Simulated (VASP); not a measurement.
# ZrO2 (Fm-3m) in VASP: further runs

The runs below take ZrO2 through single point, relaxation of cell and atoms, with PBE+D3(BJ).

Program: VASP 6.6.1. These are calculated values, not measurements. Logs are shortened: lines on timing, memory, paths and dates and some standing lists are left out, and cuts for length are marked.

### Step 1. The cell of the first run

The structure is cubic, space group Fm-3m (No. 225). Conventional cell: a = 5.087 Å, b = 5.087 Å, c = 5.087 Å, α = 90.00°, β = 90.00°, γ = 90.00°. Within 2.9 Å of Zr (site symmetry m-3m) lie 8 O at 2.20 Å. O (site symmetry -43m) has 4 Zr at 2.20 Å and 6 O at 2.54 Å within 2.9 Å.

### Step 2. Single point, PBE+D3(BJ)

Input file INCAR:

```
SYSTEM = ZrO2
PREC = Accurate
ENCUT = 600
EDIFF = 1E-6
ISMEAR = 0
SIGMA = 0.02
LREAL = .FALSE.
LASPH = .TRUE.
NELM = 120
ALGO = Normal
ISIF = 2
LWAVE = .FALSE.
LCHARG = .FALSE.
GGA = PE
IVDW = 12
NBANDS = 19
GGA_COMPAT = .FALSE.
```

Input file KPOINTS:

```
Automatic mesh
0
G
  6 6 6
  0 0 0
```

Input file POSCAR:

```
ZrO2
1.0
    0.0000000000      2.5435327733      2.5435327733
    2.5435327733      0.0000000000      2.5435327733
    2.5435327733      2.5435327733      0.0000000000
Zr O
1 2
Direct
    0.0000000000      0.0000000000      0.0000000000
    0.2500000000      0.2500000000      0.2500000000
    0.7500000000      0.7500000000      0.7500000000
```

Potentials or basis: VASP PAW PBE potentials, release 64 (Zr_sv, O).

The run is started by

```
cat potpaw_PBE.64/Zr_sv/POTCAR potpaw_PBE.64/O/POTCAR > POTCAR
mpirun -np 1 vasp_std > vasp.out
```

OUTCAR:

```text
SYSTEM = ZrO2
   PREC = Accurate
   ENCUT = 600
   EDIFF = 1E-6
   ISMEAR = 0
   LREAL = .FALSE.
   LASPH = .TRUE.
   NELM = 120
   ISIF = 2
   GGA = PE
   IVDW = 12
 IVDW          = 12

 ion  position               nearest neighbor table
   1  0.000  0.000  0.000-   3 2.20   3 2.20   3 2.20   2 2.20   3 2.20   2 2.20   2 2.20   2 2.20

   2  0.250  0.250  0.250-   1 2.20   1 2.20   1 2.20   1 2.20
   3  0.750  0.750  0.750-   1 2.20   1 2.20   1 2.20   1 2.20

  LATTYP: Found a face centered cubic cell.
 ALAT       =     5.0870655466

  Lattice vectors:

 A1 = (   0.0000000000,   2.5435327733,   2.5435327733)
 A2 = (   2.5435327733,   0.0000000000,   2.5435327733)
 A3 = (   2.5435327733,   2.5435327733,   0.0000000000)

Analysis of symmetry for initial positions (statically):
=====================================================================
 Subroutine PRICEL returns:
 Original cell was already a primitive cell.

 Routine SETGRP: Setting up the symmetry group for a
 face centered cubic supercell.

 Subroutine GETGRP returns: Found 48 space group operations
 (whereof 48 operations were pure point group operations)
 out of a pool of 48 trial point group operations.

The static configuration has the point symmetry O_h .

Analysis of symmetry for dynamics (positions and initial velocities):
=====================================================================
 Subroutine PRICEL returns:
 Original cell was already a primitive cell.

 Routine SETGRP: Setting up the symmetry group for a
 face centered cubic supercell.

 Subroutine GETGRP returns: Found 48 space group operations
 (whereof 48 operations were pure point group operations)
 out of a pool of 48 trial point group operations.

The dynamic configuration has the point symmetry O_h .

 Subroutine INISYM returns: Found 48 space group operations
 (whereof 48 operations are pure point group operations),
 and found     1 'primitive' translations

----------------------------------------------------------------------------------------

                                     Primitive cell

  volume of cell :      32.9111

  direct lattice vectors                    reciprocal lattice vectors
     0.000000000  2.543532773  2.543532773    -0.196576983  0.196576983  0.196576983
     2.543532773  0.000000000  2.543532773     0.196576983 -0.196576983  0.196576983
     2.543532773  2.543532773  0.000000000     0.196576983  0.196576983 -0.196576983

  length of vectors
     3.597098544  3.597098544  3.597098544     0.340481323  0.340481323  0.340481323

  position of ions in fractional coordinates (direct lattice)
     0.000000000  0.000000000  0.000000000
     0.250000000  0.250000000  0.250000000
     0.750000000  0.750000000  0.750000000

  ion indices of the primitive-cell ions
   primitive index   ion index
                 1           1
                 2           2
                 3           3

----------------------------------------------------------------------------------------

 KPOINTS: Automatic mesh

Automatic generation of k-mesh.
 Grid dimensions read from file:
 generate k-points for:    6    6    6

 Generating k-lattice:

  Cartesian coordinates                     Fractional coordinates (reciprocal lattice)
    -0.032762831  0.032762831  0.032762831     0.166666667  0.000000000  0.000000000
     0.032762831 -0.032762831  0.032762831     0.000000000  0.166666667  0.000000000
     0.032762831  0.032762831 -0.032762831     0.000000000  0.000000000  0.166666667

  Length of vectors
     0.056746887  0.056746887  0.056746887

  Shift w.r.t. Gamma in fractional coordinates (k-lattice)
     0.000000000  0.000000000  0.000000000

 Subroutine IBZKPT returns following result:
 ===========================================

 Found     16 irreducible k-points:

 Following reciprocal coordinates:
            Coordinates               Weight
  0.000000  0.000000  0.000000      1.000000
  0.166667  0.000000  0.000000      8.000000
  0.333333  0.000000  0.000000      8.000000
  0.500000  0.000000  0.000000      4.000000
  0.166667  0.166667  0.000000      6.000000
  0.333333  0.166667  0.000000     24.000000
[... 8 lines left out ...]
 -0.333333  0.333333  0.166667     24.000000
 -0.333333  0.500000  0.166667     12.000000
   k-points           NKPTS =     16   k-points in BZ     NKDIM =     16   number of bands    NBANDS=     19
   number of dos      NEDOS =    301   number of ions     NIONS =      3
   total plane-waves  NPLWV =  27000
   dimension x,y,z NGX =    30 NGY =   30 NGZ =   30
   dimension x,y,z NGXF=    60 NGYF=   60 NGZF=   60
   ions per type =               1   2
   NGX,Y,Z   is equivalent  to a cutoff of  13.87, 13.87, 13.87 a.u.
   NGXF,Y,Z  is equivalent  to a cutoff of  27.73, 27.73, 27.73 a.u.
 SYSTEM =  ZrO2
   PREC   = accura    normal or accurate (medium, high low for compatibility)
   ISTART =      0    job   : 0-new  1-cont  2-samecut
   ICHARG =      2    charge: 1-file 2-atom 10-const
   ISPIN  =      1    spin polarized calculation?
   LNONCOLLINEAR =      F non collinear calculations
   LSORBIT =      F    spin-orbit coupling
   LASPH  =      T    aspherical Exc in radial PAW
   ENCUT  =  600.0 eV  44.10 Ry    6.64 a.u.   7.18  7.18  7.18*2*pi/ulx,y,z
   NELM   =    120;   NELMIN=  2; NELMDL= -5     # of ELM steps
   EDIFF  = 0.1E-05   stopping-criterion for ELM
   LREAL  =      F    real-space projection
   EDIFFG = 0.1E-04   stopping-criterion for IOM
   NSW    =      0    number of steps for IOM
   IBRION =     -1    ionic relax: 0-MD 1-quasi-New 2-CG
   NFREE  =      0    steps in history (QN), initial steepest desc. (CG)
   ISIF   =      2    stress and relaxation
   ISYM   =      2    0-nonsym 1-usesym 2-fastsym
   POTIM  = 0.5000    time-step for ionic-motion
   TEBEG  =    0.0;   TEEND  =   0.0 temperature during run
   PSTRESS=    0.0 pullay stress
   NELECT =      24.0000    total number of electrons
   NUPDOWN=      -1.0000    fix difference up-down
   EMIN   =  10.00;   EMAX   =-10.00  energy-range for DOS
   EFERMI =   0.00;   METHOD = LEGACY
   ISMEAR =     0;   SIGMA  =   0.02  broadening in eV -4-tet -1-fermi 0-gaus
   EFERMI_NEDOS =   21; number of points for ismear=-14 and -15
   IALGO  =     38    algorithm
   IMIX   =      4    mixing-type and parameters
     AMIX     =   0.40;   BMIX     =  1.00
     AMIX_MAG =   1.60;   BMIX_MAG =  1.00
  volume/ion in A,a.u.               =      10.97        74.03
  Fermi-wavevector in a.u.,A,eV,Ry     =   1.473549  2.784604 29.542964  2.171347
  Thomas-Fermi vector in A             =   2.588429
   LORBIT       =      0    0 simple, 1 ext, 2 COOP (PROOUT), +10 PAW based schemes
   GGA     = PE    functional components
   LHFCALC =     F    Hartree Fock is set to
   AEXX    =    0.0000 exact exchange contribution
   IVDW    =    12    specifies the selected vdW correction
   LEPSILON=     F    determine dielectric tensor
   LRPA    =     F    only Hartree local field effects (RPA)
 non-spin polarized calculation
 Gauss-broadening in eV      SIGMA  =   0.02
  energy-cutoff  :      600.00
  volume of cell :       32.91
 maximum number of plane-waves:      1113
 NGX is ok and might be reduce to    30
   NGX = 15   NGY = 15   NGZ = 15

 number of electron      23.9999995 magnetization

 Free energy of the ion-electron system (eV)
  ---------------------------------------------------
  ext. energy  EPLUGINS =         0.00000000
  ---------------------------------------------------
  free energy    TOTEN  =       -28.56429317 eV

  energy without entropy =      -28.56429317  energy(sigma->0) =      -28.56429317

 E-fermi :   7.4456     XC(G=0): -11.7918

 val. band max:        7.2411335094   @ k =   0.5000   0.5000   0.0000
 cond. band min:      10.5999897626   @ k =   0.0000   0.0000   0.0000
 fundamental gap:      3.3588562532
 Fermi energy:         7.4456478279

 k-point     1 :       0.0000    0.0000    0.0000
  band No.  band energies     occupation
      1     -40.8384      2.00000
      2     -18.6589      2.00000
      3     -18.6589      2.00000
      4     -18.6589      2.00000
      5     -10.9629      2.00000
      6      -8.3997      2.00000
[... 11 lines left out ...]
     18      16.6290      0.00000
     19      21.6414      0.00000

 k-point     2 :       0.1667    0.0000    0.0000
  band No.  band energies     occupation
      1     -40.8266      2.00000
      2     -18.8479      2.00000
      3     -18.6767      2.00000
      4     -18.6767      2.00000
      5     -10.5976      2.00000
      6      -8.6543      2.00000
[... 11 lines left out ...]
     18      16.2575      0.00000
     19      21.0823      0.00000

 k-point     3 :       0.3333    0.0000    0.0000
  band No.  band energies     occupation
      1     -40.8030      2.00000
      2     -19.1901      2.00000
      3     -18.7119      2.00000
      4     -18.7119      2.00000
      5     -10.0571      2.00000
      6      -8.8903      2.00000
[... 11 lines left out ...]
     18      16.7023      0.00000
     19      20.5370      0.00000

 k-point     4 :       0.5000    0.0000    0.0000
  band No.  band energies     occupation
      1     -40.7912      2.00000
      2     -19.3470      2.00000
      3     -18.7293      2.00000
      4     -18.7293      2.00000
      5     -10.0024      2.00000
      6      -8.7525      2.00000
[... 231 lines left out ...]
     18      18.0585      0.00000
     19      21.9525      0.00000

 k-point    15 :      -0.3333    0.3333    0.1667
  band No.  band energies     occupation
      1     -40.7794      2.00000
      2     -19.1981      2.00000
      3     -19.0349      2.00000
      4     -18.7978      2.00000
      5      -9.4081      2.00000
      6      -9.0990      2.00000
[... 11 lines left out ...]
     18      18.6798      0.00000
     19      22.2812      0.00000

 k-point    16 :      -0.3333    0.5000    0.1667
  band No.  band energies     occupation
      1     -40.7755      2.00000
      2     -19.2691      2.00000
      3     -18.9857      2.00000
      4     -18.8372      2.00000
      5      -9.4092      2.00000
      6      -9.0200      2.00000
[... 11 lines left out ...]
     18      19.8309      0.00000
     19      22.1011      0.00000

------------------------ aborting loop because EDIFF is reached ----------------------------------------

 Edisp (eV)   -0.80247

 E8    (eV) :    -0.3430

  FORCE on cell =-STRESS in cart. coord.  units (eV):
  Direction    XX          YY          ZZ          XY          YZ          ZX
  --------------------------------------------------------------------------------------
  -------------------------------------------------------------------------------------
  Total       0.03237     0.03237     0.03237    -0.00000     0.00000     0.00000
  in kB       1.57586     1.57586     1.57586    -0.00000     0.00000     0.00000
  external pressure =        1.58 kB  Pullay stress =        0.00 kB

 VOLUME and BASIS-vectors are now :
 -----------------------------------------------------------------------------
  energy-cutoff  :      600.00
  volume of cell :       32.91
      direct lattice vectors                 reciprocal lattice vectors
     0.000000000  2.543532773  2.543532773    -0.196576983  0.196576983  0.196576983
     2.543532773  0.000000000  2.543532773     0.196576983 -0.196576983  0.196576983
     2.543532773  2.543532773  0.000000000     0.196576983  0.196576983 -0.196576983

 POSITION                                       TOTAL-FORCE (eV/Angst)
 -----------------------------------------------------------------------------------
      0.00000      0.00000      0.00000        -0.000000      0.000000     -0.000000
      1.27177      1.27177      1.27177         0.000000      0.000000      0.000000
      3.81530      3.81530      3.81530         0.000000     -0.000000     -0.000000
 -----------------------------------------------------------------------------------
    total drift:                                0.000000     -0.000000      0.000000

  FREE ENERGIE OF THE ION-ELECTRON SYSTEM (eV)
  ---------------------------------------------------
  free  energy   TOTEN  =       -29.3667630194 eV

  energy  without entropy=      -29.3667630194  energy(sigma->0) =      -29.36676302
```

Wall time 7.9 s (1 thread of Intel Xeon 6975P-C (Granite Rapids), shared host); peak memory 0.18 GiB.

Results:

```yaml
Free_energy: -29.3668 eV
Pressure: 0.2 GPa
Band_gap_on_the_k_mesh: 3.36 eV, indirect (least direct gap 3.80 eV)
Dispersion_energy_per_atom: -0.267 eV
```

A k mesh can miss the band edges. A hybrid or GW would open this gap; PBE tends to underestimate it.

### Step 3. Relaxation of cell and atoms, PBE+D3(BJ)

This run uses another cell than the first one, of 10.86 Å³/atom, 0.990 times its volume.

Input file INCAR:

```
PREC = Accurate ; ENCUT = 600
EDIFF = 1E-7 ; ISMEAR = 0
SIGMA = 0.02 ; LREAL = F
LASPH = T ; NELM = 120
ALGO = Normal ; ISIF = 3
LWAVE = F ; LCHARG = F
GGA = PE ; IVDW = 12
IBRION = 2 ; NSW = 90
EDIFFG = -0.02 ; GGA_COMPAT = F
NELMIN = 4
```

Input file KPOINTS:

```
regular mesh
0
Gamma
  6 6 6
```

Input file POSCAR:

```
ZrO2
1.0
    0.0000000000      2.5350000000      2.5350000000
    2.5350000000      0.0000000000      2.5350000000
    2.5350000000      2.5350000000      0.0000000000
Zr O
1 2
Direct
    0.0000000000      0.0000000000      0.0000000000
    0.2500000000      0.2500000000      0.2500000000
    0.7500000000      0.7500000000      0.7500000000
```

Potentials or basis: VASP PAW PBE potentials, release 64 (Zr_sv, O).

The run is started by

```
cat potpaw_PBE.64/Zr_sv/POTCAR potpaw_PBE.64/O/POTCAR > POTCAR
mpirun -np 1 vasp_std > vasp.out
```

Run time: 17 s. Hardware: 1 thread of Intel Xeon 6975P-C (Granite Rapids), shared host; peak memory 0.18 GiB.

The run converged. Its results:

| Property | Result |
| --- | --- |
| Free energy | -29.3657 eV |
| Relaxed volume | 10.98 Å³/atom |
| Relaxed cell | a = 3.598 Å, b = 3.598 Å, c = 3.598 Å, α = 60.00°, β = 60.00°, γ = 60.00° |
| Space group after relaxing (to 0.05 Å) | Fm-3m (No. 225) |
| Energy gained by relaxing | 1.0 meV/atom |
| Ionic steps | 3 |
| Pressure after relaxing | 0.0 GPa |
| Band gap on the k mesh | 3.36 eV, indirect (least direct gap 3.80 eV) |
| Dispersion energy per atom | -0.267 eV |

Step by step:
```csv
step,energy change (eV),largest force (eV/Å),pressure (GPa),volume (Å³)
1,0.0000,0.0000,2.70,32.58
2,0.0031,0.0000,-3.67,33.45
3,-0.0029,0.0000,0.00,32.94
```

Final structure:
```
CELL_PARAMETERS angstrom
0.00000 2.54416 2.54416
2.54416 0.00000 2.54416
2.54416 2.54416 0.00000
ATOMIC_POSITIONS crystal
Zr 0.00000 0.00000 0.00000
O 0.25000 0.25000 0.25000
O 0.75000 0.75000 0.75000
```

Levels at points of the mesh, in eV from the valence-band top:
```csv
k point,band 10,band 11,band 12,band 13,band 14,band 15
"(0.00, 0.00, 0.00)",-0.53,-0.53,-0.53,3.36,3.36,6.59
"(0.50, 0.00, 0.00)",-2.47,-1.64,-1.64,4.00,4.00,6.10
"(0.50, 0.50, 0.00)",-1.51,-1.51,0.00,3.80,4.74,5.84
```

A k mesh can miss the band edges. Zero-point motion and thermal expansion aren't in these numbers.
